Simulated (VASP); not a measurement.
# CaO (I4/mmm) in VASP: further runs

Runs on CaO. Level: r2SCAN. Tasks: single point.

Everything below comes from runs of VASP 6.6.1. Logs are shortened: lines on timing, memory, paths and dates and some standing lists are left out, and cuts for length are marked.

**1. The cell of the first run**

Symmetry: I4/mmm, No. 139, tetragonal system. Conventional cell: a = 3.463 Å, b = 3.463 Å, c = 4.702 Å, α = 90.00°, β = 90.00°, γ = 90.00°. Within 3.1 Å of Ca (site symmetry 4/mmm) lie 6 O at 2.35 to 2.45 Å. Within 3.1 Å of O (site symmetry 4/mmm) lie 6 Ca at 2.35 to 2.45 Å.

**2. Single point, r2SCAN (strain +0.000 along x and y, -0.040 along z)**

Contents of POSCAR:

```
CaO
1.0
    0.0000000000      2.4490000000      2.3510400000
    2.4490000000      0.0000000000      2.3510400000
    2.4490000000      2.4490000000      0.0000000000
Ca O
1 1
Direct
    0.0000000000      0.0000000000      0.0000000000
    0.5000000000      0.5000000000      0.5000000000
```

Contents of INCAR.step1:

```
PREC = Accurate
ENCUT = 520
ISMEAR = 0
SIGMA = 0.05
LREAL = False
LASPH = True
NELM = 100
NBANDS = 15
GGA = PE
ALGO = Normal
EDIFF = 1E-4
LWAVE = True
LCHARG = False
```

Contents of INCAR.step2:

```
PREC = Accurate
ENCUT = 520
EDIFF = 1E-6
ISMEAR = 0
SIGMA = 0.05
LREAL = False
LASPH = True
NELM = 100
ALGO = Normal
ISIF = 2
LWAVE = False
LCHARG = False
METAGGA = R2SCAN
LMIXTAU = True
NBANDS = 15
ISTART = 1
```

Contents of KPOINTS:

```
Automatic mesh
0
Gamma
  8 8 8
```

Potentials or basis: VASP PAW PBE potentials, release 64 (Ca_sv, O).

The run is started by

```
$ cat potpaw_PBE.64/Ca_sv/POTCAR potpaw_PBE.64/O/POTCAR > POTCAR
$ cp INCAR.step1 INCAR
$ mpirun -np 1 vasp_std > vasp.out
$ cp INCAR.step2 INCAR
$ mpirun -np 1 vasp_std > vasp.out
```

OUTCAR:

```text
PREC = Accurate
   ENCUT = 520
   EDIFF = 1E-6
   ISMEAR = 0
   LREAL = False
   LASPH = True
   NELM = 100
   ISIF = 2
   METAGGA = R2SCAN
   ISTART = 1

 ion  position               nearest neighbor table
   1  0.000  0.000  0.000-   2 2.35   2 2.35   2 2.45   2 2.45   2 2.45   2 2.45
   2  0.500  0.500  0.500-   1 2.35   1 2.35   1 2.45   1 2.45   1 2.45   1 2.45

  LATTYP: Found a body centered tetragonal cell.
 ALAT       =     3.4634090143
 C/A-ratio  =     1.3576450199

  Lattice vectors:

 A1 = (   0.0000000000,  -2.4490000000,  -2.3510400000)
 A2 = (   0.0000000000,   2.4490000000,  -2.3510400000)
 A3 = (   2.4490000000,   0.0000000000,   2.3510400000)

Analysis of symmetry for initial positions (statically):
=====================================================================
 Subroutine PRICEL returns:
 Original cell was already a primitive cell.

 Routine SETGRP: Setting up the symmetry group for a
 body centered tetragonal supercell.

 Subroutine GETGRP returns: Found 16 space group operations
 (whereof 16 operations were pure point group operations)
 out of a pool of 16 trial point group operations.

The static configuration has the point symmetry D_4h.

Analysis of symmetry for dynamics (positions and initial velocities):
=====================================================================
 Subroutine PRICEL returns:
 Original cell was already a primitive cell.

 Routine SETGRP: Setting up the symmetry group for a
 body centered tetragonal supercell.

 Subroutine GETGRP returns: Found 16 space group operations
 (whereof 16 operations were pure point group operations)
 out of a pool of 16 trial point group operations.

The dynamic configuration has the point symmetry D_4h.

 Subroutine INISYM returns: Found 16 space group operations
 (whereof 16 operations are pure point group operations),
 and found     1 'primitive' translations

----------------------------------------------------------------------------------------

                                     Primitive cell

  volume of cell :      28.2012

  direct lattice vectors                    reciprocal lattice vectors
     0.000000000  2.449000000  2.351040000    -0.204164965  0.204164965  0.212671839
     2.449000000  0.000000000  2.351040000     0.204164965 -0.204164965  0.212671839
     2.449000000  2.449000000  0.000000000     0.204164965  0.204164965 -0.212671839

  length of vectors
     3.394847579  3.394847579  3.463409014     0.358602813  0.358602813  0.358602813

  position of ions in fractional coordinates (direct lattice)
     0.000000000  0.000000000  0.000000000
     0.500000000  0.500000000  0.500000000

  ion indices of the primitive-cell ions
[... 90 lines left out ...]
   ISMEAR =     0;   SIGMA  =   0.05  broadening in eV -4-tet -1-fermi 0-gaus
   EFERMI_NEDOS =   21; number of points for ismear=-14 and -15
   IALGO  =     38    algorithm
   IMIX   =      4    mixing-type and parameters
     AMIX     =   0.40;   BMIX     =  1.00
     AMIX_MAG =   1.60;   BMIX_MAG =  1.00
  volume/ion in A,a.u.               =      14.10        95.16
  Fermi-wavevector in a.u.,A,eV,Ry     =   1.355269  2.561088 24.990571  1.836755
  Thomas-Fermi vector in A             =   2.482371
   LORBIT       =      0    0 simple, 1 ext, 2 COOP (PROOUT), +10 PAW based schemes
   METAGGA = R2SCAN    functional components
   LHFCALC =     F    Hartree Fock is set to
   AEXX    =    0.0000 exact exchange contribution
   IVDW    =     0    specifies the selected vdW correction
   LEPSILON=     F    determine dielectric tensor
   LRPA    =     F    only Hartree local field effects (RPA)
 non-spin polarized calculation
 Gauss-broadening in eV      SIGMA  =   0.05
  energy-cutoff  :      520.00
  volume of cell :       28.20
 maximum number of plane-waves:       781
 NGX is ok and might be reduce to    28
   NGX = 13   NGY = 13   NGZ = 13

 number of electron      16.0000002 magnetization

 Free energy of the ion-electron system (eV)
  ---------------------------------------------------
  ext. energy  EPLUGINS =         0.00000000
  ---------------------------------------------------
  free energy    TOTEN  =       -19.43594752 eV

  energy without entropy =      -19.43594752  energy(sigma->0) =      -19.43594752

 E-fermi :   2.3170     XC(G=0): -10.9883

 val. band max:        1.9955549397   @ k =   0.0000   0.0000   0.0000
 cond. band min:       6.0275264164   @ k =   0.5000   0.5000   0.0000
 fundamental gap:      4.0319714768
 Fermi energy:         2.3169683234

 k-point     1 :       0.0000    0.0000    0.0000
  band No.  band energies     occupation
      1     -37.1864      2.00000
      2     -17.1000      2.00000
      3     -17.1000      2.00000
      4     -17.0715      2.00000
      5     -14.5201      2.00000
      6       1.8942      2.00000
      7       1.8942      2.00000
      8       1.9956      2.00000
      9       7.1652      0.00000
     10       8.6638      0.00000
     11       8.6639      0.00000
     12       8.9264      0.00000
     13      10.1245      0.00000
     14      10.5712      0.00000
[... 401 lines left out ...]
      2     -17.9361      2.00000
      3     -17.1833      2.00000
      4     -17.1474      2.00000
      5     -13.6423      2.00000
      6      -0.0474      2.00000
      7       0.9864      2.00000
      8       1.1844      2.00000
      9       8.4271      0.00000
     10      10.0530      0.00000
     11      10.6581      0.00000
     12      10.7603      0.00000
     13      12.0369      0.00000
     14      12.5925      0.00000
     15      17.9236      0.00000

 [... further k-points ...]

------------------------ aborting loop because EDIFF is reached ----------------------------------------

  FORCE on cell =-STRESS in cart. coord.  units (eV):
  Direction    XX          YY          ZZ          XY          YZ          ZX
  --------------------------------------------------------------------------------------
  -------------------------------------------------------------------------------------
  Total       -0.6280635     -0.6280635      0.6352768      0.0000000      0.0000000     -0.0000000
  in kB      -35.6817859    -35.6817859     36.0915871      0.0000000      0.0000000     -0.0000000
  external PRESSURE =     -11.7573283 kB  Pullay stress =       0.0000000 kB

 VOLUME and BASIS-vectors are now :
 -----------------------------------------------------------------------------
  energy-cutoff  :      520.00
  volume of cell :       28.20
      direct lattice vectors                 reciprocal lattice vectors
     0.000000000  2.449000000  2.351040000    -0.204164965  0.204164965  0.212671839
     2.449000000  0.000000000  2.351040000     0.204164965 -0.204164965  0.212671839
     2.449000000  2.449000000  0.000000000     0.204164965  0.204164965 -0.212671839

 POSITION                                       TOTAL-FORCE (eV/Angst)
 -----------------------------------------------------------------------------------
      0.00000      0.00000      0.00000        -0.000000      0.000000      0.000000
      2.44900      2.44900      2.35104         0.000000     -0.000000      0.000000
 -----------------------------------------------------------------------------------
    total drift:                                0.000000      0.000000      0.000000

  FREE ENERGIE OF THE ION-ELECTRON SYSTEM (eV)
  ---------------------------------------------------
  free  energy   TOTEN  =       -19.4359475184 eV

  energy  without entropy=      -19.4359475184  energy(sigma->0) =      -19.43594752
```

OUTCAR.step1:

```text
PREC = Accurate
   ENCUT = 520
   ISMEAR = 0
   LREAL = False
   LASPH = True
[... 655 lines left out ...]
      0.00000      0.00000      0.00000        -0.000000      0.000000      0.000000
      2.44900      2.44900      2.35104         0.000000     -0.000000      0.000000
 -----------------------------------------------------------------------------------
    total drift:                                0.000000      0.000000      0.000000

  FREE ENERGIE OF THE ION-ELECTRON SYSTEM (eV)
  ---------------------------------------------------
  free  energy   TOTEN  =       -12.7899728206 eV

  energy  without entropy=      -12.7899728206  energy(sigma->0) =      -12.78997282
```

OSZICAR.step1:

```text
N       E                     dE             d eps       ncg     rms          rms(c)
DAV:   1     0.123734044540E+03    0.12373E+03   -0.84255E+03  1770   0.109E+03
DAV:   2    -0.914198959123E+01   -0.13288E+03   -0.12347E+03  2169   0.288E+02
DAV:   3    -0.143570591018E+02   -0.52151E+01   -0.51780E+01  2135   0.594E+01
DAV:   4    -0.145107521350E+02   -0.15369E+00   -0.15360E+00  2445   0.916E+00
DAV:   5    -0.145127176082E+02   -0.19655E-02   -0.19654E-02  2086   0.950E-01    0.858E+00
DAV:   6    -0.128702390266E+02    0.16425E+01   -0.51920E+00  2002   0.220E+01    0.364E+00
DAV:   7    -0.127936026145E+02    0.76636E-01   -0.42161E-01  1967   0.662E+00    0.181E+00
DAV:   8    -0.127907981425E+02    0.28045E-02   -0.77843E-02  2246   0.299E+00    0.418E-01
DAV:   9    -0.127893202136E+02    0.14779E-02   -0.46547E-03  1862   0.569E-01    0.110E-01
DAV:  10    -0.127899955743E+02   -0.67536E-03   -0.77759E-04  2205   0.244E-01    0.406E-02
DAV:  11    -0.127899728206E+02    0.22754E-04   -0.45042E-05  1529   0.831E-02
   1 F= -.12789973E+02 E0= -.12789973E+02  d E =-.399676E-12
```

Wall time 65 s (1 thread of Intel Xeon Platinum 8559C (Emerald Rapids), shared host); peak memory 0.17 GiB.

Results:

- Free energy: -19.4359 eV
- Pressure: -1.2 GPa
- Band gap on the k mesh: 4.03 eV, indirect (least direct gap 4.54 eV)

Levels at points of the mesh, in eV from the valence-band top:
```csv
k point,band 5,band 6,band 7,band 8,band 9,band 10,band 11,band 12
"(0.00, 0.00, 0.00)",-16.52,-0.10,-0.10,0.00,5.17,6.67,6.67,6.93
"(0.50, 0.00, 0.00)",-15.28,-2.64,-1.25,-1.24,7.55,8.89,8.93,9.01
"(0.50, 0.50, 0.00)",-16.29,-1.21,-0.52,-0.52,4.03,8.63,9.47,10.08
"(0.50, 0.00, 0.50)",-16.30,-1.44,-0.45,-0.36,4.18,8.52,9.53,9.91
```

Caveat: the cell differs from its parent crystal (strain +0.000 along x and y, -0.040 along z); the PAW data sets were made with another functional, which shifts forces and pressure a little. A k mesh can miss the band edges.

**3. Single point, r2SCAN (strain -0.040 along x and y, +0.040 along z)**

Contents of POSCAR:

```
CaO
1.0
    0.0000000000      2.3510400000      2.5469600000
    2.3510400000      0.0000000000      2.5469600000
    2.3510400000      2.3510400000      0.0000000000
Ca O
1 1
Direct
    0.0000000000      0.0000000000      0.0000000000
    0.5000000000      0.5000000000      0.5000000000
```

Contents of INCAR.step1:

```
PREC = Accurate
ENCUT = 520
ISMEAR = 0
SIGMA = 0.05
LREAL = F
LASPH = T
NELM = 80
NBANDS = 15
GGA = PE
ALGO = Normal
EDIFF = 1E-4
LWAVE = T
LCHARG = F
```

Contents of INCAR.step2:

```
PREC = Accurate
ENCUT = 520
EDIFF = 1E-6
ISMEAR = 0
SIGMA = 0.05
LREAL = F
LASPH = T
NELM = 80
ALGO = Normal
ISIF = 2
LWAVE = F
LCHARG = F
METAGGA = R2SCAN
LMIXTAU = T
NBANDS = 15
ISTART = 1
```

KPOINTS is that of step 2.

Potentials or basis: VASP PAW PBE potentials, release 64 (Ca_sv, O).

The run is started by

```
$ cat potpaw_PBE.64/Ca_sv/POTCAR potpaw_PBE.64/O/POTCAR > POTCAR
$ cp INCAR.step1 INCAR
$ mpirun -np 1 vasp_std > vasp.out
$ cp INCAR.step2 INCAR
$ mpirun -np 1 vasp_std > vasp.out
```

OUTCAR:

```text
PREC = Accurate
   ENCUT = 520
   EDIFF = 1E-6
   ISMEAR = 0
   LREAL = F
   LASPH = T
   NELM = 80
   ISIF = 2
   METAGGA = R2SCAN
   ISTART = 1

 ion  position               nearest neighbor table
   1  0.000  0.000  0.000-   2 2.35   2 2.35   2 2.35   2 2.35   2 2.55   2 2.55
   2  0.500  0.500  0.500-   1 2.35   1 2.35   1 2.35   1 2.35   1 2.55   1 2.55

  LATTYP: Found a body centered tetragonal cell.
 ALAT       =     3.3248726537
 C/A-ratio  =     1.5320646926

[... 619 lines left out ...]

 [... further k-points ...]

------------------------ aborting loop because EDIFF is reached ----------------------------------------

  FORCE on cell =-STRESS in cart. coord.  units (eV):
  Direction    XX          YY          ZZ          XY          YZ          ZX
  --------------------------------------------------------------------------------------
  -------------------------------------------------------------------------------------
  Total        0.7098958      0.7098958     -1.3508386      0.0000000     -0.0000000     -0.0000000
  in kB       40.3955038     40.3955038    -76.8673439      0.0000000     -0.0000000     -0.0000000
  external PRESSURE =       1.3078879 kB  Pullay stress =       0.0000000 kB

 VOLUME and BASIS-vectors are now :
 -----------------------------------------------------------------------------
  energy-cutoff  :      520.00
  volume of cell :       28.16
      direct lattice vectors                 reciprocal lattice vectors
     0.000000000  2.351040000  2.546960000    -0.212671839  0.212671839  0.196312467
     2.351040000  0.000000000  2.546960000     0.212671839 -0.212671839  0.196312467
     2.351040000  2.351040000  0.000000000     0.212671839  0.212671839 -0.196312467

 POSITION                                       TOTAL-FORCE (eV/Angst)
 -----------------------------------------------------------------------------------
      0.00000      0.00000      0.00000        -0.000000     -0.000000      0.000000
      2.35104      2.35104      2.54696         0.000000      0.000000     -0.000000
 -----------------------------------------------------------------------------------
    total drift:                                0.000000      0.000000      0.000000

  FREE ENERGIE OF THE ION-ELECTRON SYSTEM (eV)
  ---------------------------------------------------
  free  energy   TOTEN  =       -19.3962454829 eV

  energy  without entropy=      -19.3962454829  energy(sigma->0) =      -19.39624548
```

OSZICAR.step1:

```text
N       E                     dE             d eps       ncg     rms          rms(c)
DAV:   1     0.123750764839E+03    0.12375E+03   -0.83622E+03  1770   0.109E+03
DAV:   2    -0.923561430938E+01   -0.13299E+03   -0.12413E+03  2246   0.289E+02
DAV:   3    -0.143727361610E+02   -0.51371E+01   -0.51070E+01  2071   0.590E+01
DAV:   4    -0.145082234336E+02   -0.13549E+00   -0.13543E+00  2584   0.861E+00
DAV:   5    -0.145094623395E+02   -0.12389E-02   -0.12389E-02  2038   0.760E-01    0.863E+00
DAV:   6    -0.128361235264E+02    0.16733E+01   -0.52501E+00  1959   0.222E+01    0.365E+00
DAV:   7    -0.127575164550E+02    0.78607E-01   -0.42284E-01  1974   0.669E+00    0.182E+00
DAV:   8    -0.127534640874E+02    0.40524E-02   -0.79470E-02  2225   0.302E+00    0.408E-01
DAV:   9    -0.127520753211E+02    0.13888E-02   -0.46693E-03  1876   0.576E-01    0.111E-01
DAV:  10    -0.127527636168E+02   -0.68830E-03   -0.82683E-04  2156   0.242E-01    0.381E-02
DAV:  11    -0.127527417583E+02    0.21859E-04   -0.51573E-05  1494   0.839E-02
   1 F= -.12752742E+02 E0= -.12752742E+02  d E =-.323309E-20
```

Wall time 50 s (1 thread of Intel Xeon 6975P-C (Granite Rapids), shared host); peak memory 0.17 GiB.

What came out:

| Item | Value |
| --- | --- |
| Free energy | -19.3962 eV |
| Pressure | 0.1 GPa |
| Band gap on the k mesh | 4.09 eV, indirect (least direct gap 4.51 eV) |

Stress tensor (GPa, compression positive):
```
 4.04  0.00  0.00
 0.00  4.04  0.00
 0.00  0.00 -7.69
```

Caveat: the cell differs from its parent crystal (strain -0.040 along x and y, +0.040 along z); the PAW data sets were made with another functional, which shifts forces and pressure a little. A k mesh can miss the band edges.

**4. Single point, r2SCAN (strain -0.040 along x and y, +0.080 along z)**

Contents of POSCAR:

```
CaO
1.0
    0.0000000000      2.3510400000      2.6449200000
    2.3510400000      0.0000000000      2.6449200000
    2.3510400000      2.3510400000      0.0000000000
Ca O
1 1
Direct
    0.0000000000      0.0000000000      0.0000000000
    0.5000000000      0.5000000000      0.5000000000
```

Contents of INCAR.step1:

```
SYSTEM = CaO
  PREC = Accurate
  ENCUT = 520
  ISMEAR = 0
  SIGMA = 0.05
  LREAL = .False.
  LASPH = .True.
  NELM = 80
  NBANDS = 15
  GGA = PE
  ALGO = Normal
  EDIFF = 1E-4
  LWAVE = .True.
  LCHARG = .False.
```

Contents of INCAR.step2:

```
SYSTEM = CaO
  PREC = Accurate
  ENCUT = 520
  EDIFF = 1E-7
  ISMEAR = 0
  SIGMA = 0.05
  LREAL = .False.
  LASPH = .True.
  NELM = 80
  ALGO = Normal
  ISIF = 2
  LWAVE = .False.
  LCHARG = .True.
  METAGGA = R2SCAN
  LMIXTAU = .True.
  LELF = .True.
  LVHAR = .True.
  NBANDS = 15
  ISTART = 1
```

Contents of KPOINTS:

```
Automatic mesh
0
Gamma
  8 8 8
  0 0 0
```

The run is started by

```
$ cat potpaw_PBE.64/Ca_sv/POTCAR potpaw_PBE.64/O/POTCAR > POTCAR
$ cp INCAR.step1 INCAR
$ mpirun -np 1 vasp_std > vasp.out
$ cp INCAR.step2 INCAR
$ mpirun -np 1 vasp_std > vasp.out
```

Wall time 56 s (1 thread of Intel Xeon 6975P-C (Granite Rapids), shared host); peak memory 0.17 GiB.

The run converged. Its results:

```yaml
Free_energy: -19.3329 eV
Pressure: -2.3 GPa
Band_gap_on_the_k_mesh: 4.09 eV, indirect (least direct gap 4.54 eV)
```

Stress tensor (GPa, compression positive):
```
  2.12   0.00   0.00
  0.00   2.12   0.00
  0.00   0.00 -11.08
```

Levels at points of the mesh, in eV from the valence-band top:
```
           k point  band 5  band 6  band 7  band 8  band 9  band 10  band 11  band 12
(0.00, 0.00, 0.00)  -16.48   -0.20    0.00    0.00    4.54     6.22     7.00     7.00
(0.50, 0.00, 0.00)  -15.27   -2.57   -1.23   -1.23    7.37     8.63     8.76     8.88
(0.50, 0.50, 0.00)  -16.28   -1.72   -0.27   -0.27    4.40     8.38     9.39     9.78
(0.50, 0.00, 0.50)  -16.26   -1.16   -0.58   -0.45    4.09     8.16     9.37     9.57
```

Caveat: the cell differs from its parent crystal (strain -0.040 along x and y, +0.080 along z); the PAW data sets were made with another functional, which shifts forces and pressure a little. A k mesh can miss the band edges.

(Part 1 of 2 ends here.)
